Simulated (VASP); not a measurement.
# MgO (P2_1) in VASP: a series of runs, part 2 of 2

VASP 6.6.1.

### Step 4. Single point, PBE (atoms displaced along a vibrational mode)

Input file INCAR:

```
PREC = Accurate
ENCUT = 520
EDIFF = 1E-7
ISMEAR = 0
SIGMA = 0.05
LREAL = F
LASPH = T
NELM = 60
ALGO = Normal
ISIF = 2
LWAVE = F
LCHARG = T
GGA = PE
LELF = T
LVHAR = T
NBANDS = 16
```

Input file KPOINTS:

```
regular mesh
0
Gamma
  9 9 6
```

Input file POSCAR:

```
MgO
1.0
    3.3152854007      0.0000000000      0.0000000000
   -1.6576427004      2.8711213778      0.0000000000
    0.0000000000      0.0000000000      5.1215474231
Mg O
2 2
Direct
    0.3172970564      0.6796581063      0.0063188067
    0.6827029436      0.3203418937      0.5063188067
    0.3481500109      0.6546632589      0.3982811933
    0.6518499891      0.3453367411      0.8982811933
```

Potentials or basis: VASP PAW PBE potentials, release 64 (Mg, O).

Launch:

```
> cat potpaw_PBE.64/Mg/POTCAR potpaw_PBE.64/O/POTCAR > POTCAR
> mpirun -np 1 vasp_std > vasp.out
```

OUTCAR:

```text
PREC = Accurate
   ENCUT = 520
   EDIFF = 1E-7
   ISMEAR = 0
   LREAL = F
   LASPH = T
   NELM = 60
   ISIF = 2
   GGA = PE

 ion  position               nearest neighbor table
   1  0.317  0.680  0.006-   4 1.99   4 1.99   4 2.00   3 2.01   2 3.15   2 3.15   2 3.16   2 3.16
                             2 3.30   2 3.30
   2  0.683  0.320  0.506-   3 1.99   3 1.99   3 2.00   4 2.01   1 3.15   1 3.15   1 3.16   1 3.16
                             1 3.30   1 3.30
   3  0.348  0.655  0.398-   2 1.99   2 1.99   2 2.00   1 2.01
   4  0.652  0.345  0.898-   1 1.99   1 1.99   1 2.00   2 2.01

  LATTYP: Found a hexagonal cell.
 ALAT       =     3.3152854007
 C/A-ratio  =     1.5448285152

  Lattice vectors:

 A1 = (   3.3152854007,   0.0000000000,   0.0000000000)
 A2 = (  -1.6576427004,   2.8711213778,   0.0000000000)
 A3 = (   0.0000000000,   0.0000000000,   5.1215474231)

Analysis of symmetry for initial positions (statically):
=====================================================================
 Subroutine PRICEL returns:
 Original cell was already a primitive cell.

 Routine SETGRP: Setting up the symmetry group for a
 hexagonal supercell.

 Subroutine GETGRP returns: Found  2 space group operations
 (whereof  1 operations were pure point group operations)
 out of a pool of 24 trial point group operations.

The static configuration has the point symmetry C_1 .
 The point group associated with its full space group is C_2 .

Analysis of symmetry for dynamics (positions and initial velocities):
=====================================================================
 Subroutine PRICEL returns:
 Original cell was already a primitive cell.

 Routine SETGRP: Setting up the symmetry group for a
 hexagonal supercell.

 Subroutine GETGRP returns: Found  2 space group operations
 (whereof  1 operations were pure point group operations)
 out of a pool of 24 trial point group operations.

The dynamic configuration has the point symmetry C_1 .
 The point group associated with its full space group is C_2 .

 Subroutine INISYM returns: Found  2 space group operations
 (whereof  1 operations are pure point group operations),
 and found     1 'primitive' translations

----------------------------------------------------------------------------------------

                                     Primitive cell

  volume of cell :      48.7499

  direct lattice vectors                    reciprocal lattice vectors
     3.315285401  0.000000000  0.000000000     0.301633156  0.174147984  0.000000000
    -1.657642700  2.871121378  0.000000000     0.000000000  0.348295968  0.000000000
     0.000000000  0.000000000  5.121547423     0.000000000  0.000000000  0.195253488

  length of vectors
     3.315285401  3.315285401  5.121547423     0.348295968  0.348295968  0.195253488

  position of ions in fractional coordinates (direct lattice)
     0.317297056  0.679658106  0.006318807
     0.682702944  0.320341894  0.506318807
     0.348150011  0.654663259  0.398281193
     0.651849989  0.345336741  0.898281193

  ion indices of the primitive-cell ions
   primitive index   ion index
                 1           1
                 2           2
                 3           3
[... 29 lines left out ...]
            Coordinates               Weight
  0.000000  0.000000  0.000000      1.000000
  0.111111  0.000000  0.000000      2.000000
  0.000000  0.111111  0.000000      2.000000
 -0.111111  0.111111  0.000000      2.000000
  0.222222 -0.000000  0.000000      2.000000
  0.000000  0.222222  0.000000      2.000000
[... 16 lines left out ...]
  0.333333  0.111111  0.000000      2.000000
 -0.111111  0.444444  0.000000      2.000000
 [... further k-points ...]
   k-points           NKPTS =    164   k-points in BZ     NKDIM =    164   number of bands    NBANDS=     16
   number of dos      NEDOS =    301   number of ions     NIONS =      4
   total plane-waves  NPLWV =  31360
   dimension x,y,z NGX =    28 NGY =   28 NGZ =   40
   dimension x,y,z NGXF=    56 NGYF=   56 NGZF=   80
   ions per type =               2   2
   NGX,Y,Z   is equivalent  to a cutoff of  14.04, 14.04, 12.98 a.u.
   NGXF,Y,Z  is equivalent  to a cutoff of  28.08, 28.08, 25.97 a.u.
 SYSTEM =  unknown system
   PREC   = accura    normal or accurate (medium, high low for compatibility)
   ISTART =      0    job   : 0-new  1-cont  2-samecut
   ICHARG =      2    charge: 1-file 2-atom 10-const
   ISPIN  =      1    spin polarized calculation?
   LNONCOLLINEAR =      F non collinear calculations
   LSORBIT =      F    spin-orbit coupling
   LASPH  =      T    aspherical Exc in radial PAW
   ENCUT  =  520.0 eV  38.22 Ry    6.18 a.u.   6.16  6.16  9.52*2*pi/ulx,y,z
   NELM   =     60;   NELMIN=  2; NELMDL= -5     # of ELM steps
   EDIFF  = 0.1E-06   stopping-criterion for ELM
   LREAL  =      F    real-space projection
   EDIFFG = 0.1E-05   stopping-criterion for IOM
   NSW    =      0    number of steps for IOM
   IBRION =     -1    ionic relax: 0-MD 1-quasi-New 2-CG
   NFREE  =      0    steps in history (QN), initial steepest desc. (CG)
   ISIF   =      2    stress and relaxation
   ISYM   =      2    0-nonsym 1-usesym 2-fastsym
   POTIM  = 0.5000    time-step for ionic-motion
   TEBEG  =    0.0;   TEEND  =   0.0 temperature during run
   PSTRESS=    0.0 pullay stress
   NELECT =      16.0000    total number of electrons
   NUPDOWN=      -1.0000    fix difference up-down
   EMIN   =  10.00;   EMAX   =-10.00  energy-range for DOS
   EFERMI =   0.00;   METHOD = LEGACY
   ISMEAR =     0;   SIGMA  =   0.05  broadening in eV -4-tet -1-fermi 0-gaus
   EFERMI_NEDOS =   21; number of points for ismear=-14 and -15
   IALGO  =     38    algorithm
   IMIX   =      4    mixing-type and parameters
     AMIX     =   0.40;   BMIX     =  1.00
     AMIX_MAG =   1.60;   BMIX_MAG =  1.00
  volume/ion in A,a.u.               =      12.19        82.25
  Fermi-wavevector in a.u.,A,eV,Ry     =   1.129250  2.133974 17.350238  1.275207
  Thomas-Fermi vector in A             =   2.265943
   LORBIT       =      0    0 simple, 1 ext, 2 COOP (PROOUT), +10 PAW based schemes
   GGA     = PE    functional components
   LHFCALC =     F    Hartree Fock is set to
   AEXX    =    0.0000 exact exchange contribution
   IVDW    =     0    specifies the selected vdW correction
   LEPSILON=     F    determine dielectric tensor
   LRPA    =     F    only Hartree local field effects (RPA)
 non-spin polarized calculation
 Gauss-broadening in eV      SIGMA  =   0.05
  energy-cutoff  :      520.00
  volume of cell :       48.75
 maximum number of plane-waves:      1339
 NGX is ok and might be reduce to    28
   NGX = 13   NGY = 13   NGZ = 19

 number of electron      16.0000003 magnetization

 Free energy of the ion-electron system (eV)
  ---------------------------------------------------
  ext. energy  EPLUGINS =         0.00000000
  ---------------------------------------------------
  free energy    TOTEN  =       -23.50159991 eV

  energy without entropy =      -23.50159991  energy(sigma->0) =      -23.50159991

 E-fermi :   1.1788     XC(G=0):  -9.6070

 val. band max:        0.9150054063   @ k =   0.0000   0.0000   0.0000
 cond. band min:       4.2595794700   @ k =   0.0000   0.0000   0.0000
 fundamental gap:      3.3445740637
 Fermi energy:         1.1788347150

 k-point     1 :       0.0000    0.0000    0.0000
  band No.  band energies     occupation
      1     -15.1831      2.00000
      2     -14.4598      2.00000
      3      -2.2415      2.00000
      4       0.2513      2.00000
      5       0.3265      2.00000
      6       0.5122      2.00000
[... 433 lines left out ...]
      3      -1.8168      2.00000
      4      -1.0651      2.00000
      5      -0.9333      2.00000
      6      -0.3077      2.00000
[... 8 lines left out ...]
     15      14.9218      0.00000
     16      16.4720      0.00000

 [... further k-points ...]

------------------------ aborting loop because EDIFF is reached ----------------------------------------

  FORCE on cell =-STRESS in cart. coord.  units (eV):
  Direction    XX          YY          ZZ          XY          YZ          ZX
  --------------------------------------------------------------------------------------
  -------------------------------------------------------------------------------------
  Total       -0.2365522     -0.1651220     -0.1183573      0.0483161      0.0000000      0.0000000
  in kB       -7.7743480     -5.4267766     -3.8898423      1.5879220      0.0000000      0.0000000
  external PRESSURE =      -5.6969890 kB  Pullay stress =       0.0000000 kB

 VOLUME and BASIS-vectors are now :
 -----------------------------------------------------------------------------
  energy-cutoff  :      520.00
  volume of cell :       48.75
      direct lattice vectors                 reciprocal lattice vectors
     3.315285401  0.000000000  0.000000000     0.301633156  0.174147984  0.000000000
    -1.657642700  2.871121378  0.000000000     0.000000000  0.348295968  0.000000000
     0.000000000  0.000000000  5.121547423     0.000000000  0.000000000  0.195253488

 POSITION                                       TOTAL-FORCE (eV/Angst)
 -----------------------------------------------------------------------------------
     -0.07470      1.95138      0.03236         0.214833     -0.102992      0.036846
      1.73234      0.91974      2.59314        -0.214833      0.102992      0.036846
      0.06902      1.87962      2.03982        -0.151556      0.078140     -0.036846
      1.58862      0.99150      4.60059         0.151556     -0.078140     -0.036846
 -----------------------------------------------------------------------------------
    total drift:                               -0.000000     -0.000000     -0.001398

  FREE ENERGIE OF THE ION-ELECTRON SYSTEM (eV)
  ---------------------------------------------------
  free  energy   TOTEN  =       -23.5015999111 eV

  energy  without entropy=      -23.5015999111  energy(sigma->0) =      -23.50159991
```

stdout:

```text
POSCAR found type information on POSCAR MgO
 POSCAR found :  2 types and       4 ions
 scaLAPACK will be used
 LDA part: xc-table for (Slater+PW92), standard interpolation
 POSCAR, INCAR and KPOINTS ok, starting setup
 FFT: planning ... GRIDC
 FFT: planning ... GRID_SOFT
 FFT: planning ... GRID
 WAVECAR not read
 entering main loop
```

Wall time 65 s (1 thread of Intel Xeon Platinum 8488C (Sapphire Rapids), shared host); peak memory 0.26 GiB.

Results:

```
Free energy            : -23.5016 eV
Pressure               : -0.6 GPa
Largest force          : 0.241 eV/Å
Band gap on the k mesh : 3.34 eV
```

Forces on the atoms (eV/Å):
```
Mg   0.215 -0.103  0.037
Mg  -0.215  0.103  0.037
O   -0.152  0.078 -0.037
O    0.152 -0.078 -0.037
```

Caveat: the cell differs from its parent crystal (atoms displaced along a vibrational mode); an odd mesh through Γ misses points on the zone boundary, where band edges can lie.

### Step 5. Single point, PBE (atoms displaced along a vibrational mode)

Input file INCAR:

```
SYSTEM = MgO
PREC = Accurate
ENCUT = 520
EDIFF = 1E-6
ISMEAR = 0
SIGMA = 0.05
LREAL = .FALSE.
LASPH = .TRUE.
NELM = 100
ALGO = Normal
ISIF = 2
LWAVE = .FALSE.
LCHARG = .FALSE.
GGA = PE
NBANDS = 16
```

Input file KPOINTS:

```
regular mesh
0
G
  9 9 6
  0 0 0
```

Input file POSCAR:

```
MgO
1.0
    3.3152854007      0.0000000000      0.0000000000
   -1.6576427004      2.8711213778      0.0000000000
    0.0000000000      0.0000000000      5.1215474231
Mg O
2 2
Direct
    0.3303059108      0.7056758151      0.0063188067
    0.6696940892      0.2943241849      0.5063188067
    0.3361305128      0.6306242625      0.3982811933
    0.6638694872      0.3693757375      0.8982811933
```

Launch:

```
> cat potpaw_PBE.64/Mg/POTCAR potpaw_PBE.64/O/POTCAR > POTCAR
> mpirun -np 1 vasp_std > vasp.out
```

Wall time 61 s (1 thread of Intel Xeon Platinum 8488C (Sapphire Rapids), shared host); peak memory 0.26 GiB.

Results (log left out):

| Item | Value |
| --- | --- |
| Free energy | -23.4474 eV |
| Pressure | -0.8 GPa |
| Largest force | 0.419 eV/Å |
| Band gap on the k mesh | 3.27 eV |

Forces on the atoms (eV/Å):
```
Mg   0.181 -0.367  0.090
Mg  -0.181  0.367  0.090
O   -0.171  0.200 -0.090
O    0.171 -0.200 -0.090
```

Stress tensor (GPa, compression positive):
```
-0.81  0.46  0.00
 0.46 -1.19  0.00
 0.00  0.00 -0.26
```

Levels at points of the mesh, in eV from the valence-band top:
```
           k point  band 6  band 7  band 8  band 9  band 10  band 11
(0.00, 0.00, 0.00)   -0.49   -0.27    0.00    3.27     8.21     9.89
(0.00, 0.00, 0.50)   -0.54   -0.50   -0.50    5.71     5.71    12.74
```

Caveat: the cell differs from its parent crystal (atoms displaced along a vibrational mode); an odd mesh through Γ misses points on the zone boundary, where band edges can lie.

### Step 6. Single point, PBE (atoms displaced along a vibrational mode)

Input file INCAR:

```
  ALGO = Normal
  EDIFF = 1E-6
  ENCUT = 520
  GGA = PE
  ISIF = 2
  ISMEAR = 0
  LASPH = T
  LCHARG = F
  LREAL = F
  LWAVE = F
  NBANDS = 16
  NELM = 100
  PREC = Accurate
  SIGMA = 0.05
```

Input file KPOINTS:

```
k-points
0
Gamma
  9 9 6
```

Input file POSCAR:

```
MgO
1.0
    3.3152854007      0.0000000000      0.0000000000
   -1.6576427004      2.8711213778      0.0000000000
    0.0000000000      0.0000000000      5.1215474231
Mg O
2 2
Direct
    0.2865415654      0.6406489578      0.0063188067
    0.7134584346      0.3593510422      0.5063188067
    0.3765664691      0.6907056630      0.3982811933
    0.6234335309      0.3092943370      0.8982811933
```

Potentials or basis: VASP PAW PBE potentials, release 64 (Mg, O).

Launch:

```
> cat potpaw_PBE.64/Mg/POTCAR potpaw_PBE.64/O/POTCAR > POTCAR
> mpirun -np 1 vasp_std > vasp.out
```

Wall time 64 s (1 thread of Intel Xeon Platinum 8488C (Sapphire Rapids), shared host); peak memory 0.26 GiB.

The run converged. Its results:

| Item | Value |
| --- | --- |
| Free energy | -23.4447 eV |
| Pressure | -0.8 GPa |
| Largest force | 0.478 eV/Å |
| Band gap on the k mesh | 3.27 eV |

Forces on the atoms (eV/Å):
```
Mg   0.396  0.251  0.091
Mg  -0.396 -0.251  0.091
O   -0.184 -0.130 -0.091
O    0.184  0.130 -0.091
```

Stress tensor (GPa, compression positive):
```
-1.21 -0.45  0.00
-0.45 -0.84  0.00
 0.00  0.00 -0.20
```

Levels at points of the mesh, in eV from the valence-band top:
| k point | band 5 | band 6 | band 7 | band 8 | band 9 | band 10 | band 11 | band 12 |
| --- | --- | --- | --- | --- | --- | --- | --- | --- |
| (0.00, 0.00, 0.00) | -0.62 | -0.50 | -0.26 | 0.00 | 3.27 | 8.21 | 9.90 | 13.70 |
| (0.00, 0.00, 0.50) | -0.55 | -0.55 | -0.49 | -0.49 | 5.72 | 5.72 | 12.73 | 12.73 |

Caveat: the cell differs from its parent crystal (atoms displaced along a vibrational mode); an odd mesh through Γ misses points on the zone boundary, where band edges can lie.

### Step 7. Overview

```csv
cell,gap on the mesh (eV),pressure (GPa),largest force (eV/Å)
"as given, atomic positions A",3.30,-0.7,0.34
"as given, atomic positions B",3.27,-0.8,0.37
"as given, atomic positions C",3.34,-0.6,0.24
"as given, atomic positions D",3.27,-0.8,0.42
"as given, atomic positions E",3.27,-0.8,0.48
```

Alike in all rows: task single point; level PBE; potentials or basis VASP PAW PBE potentials, release 64 (Mg, O); no spin polarisation; k mesh 9 × 9 × 6; cutoff (eV) 520; smearing gaussian 0.05 eV.

Caveats: an odd mesh through Γ misses points on the zone boundary, where band edges can lie.

Total energies depend on the potentials used, so only differences within one code and one set of settings carry meaning.
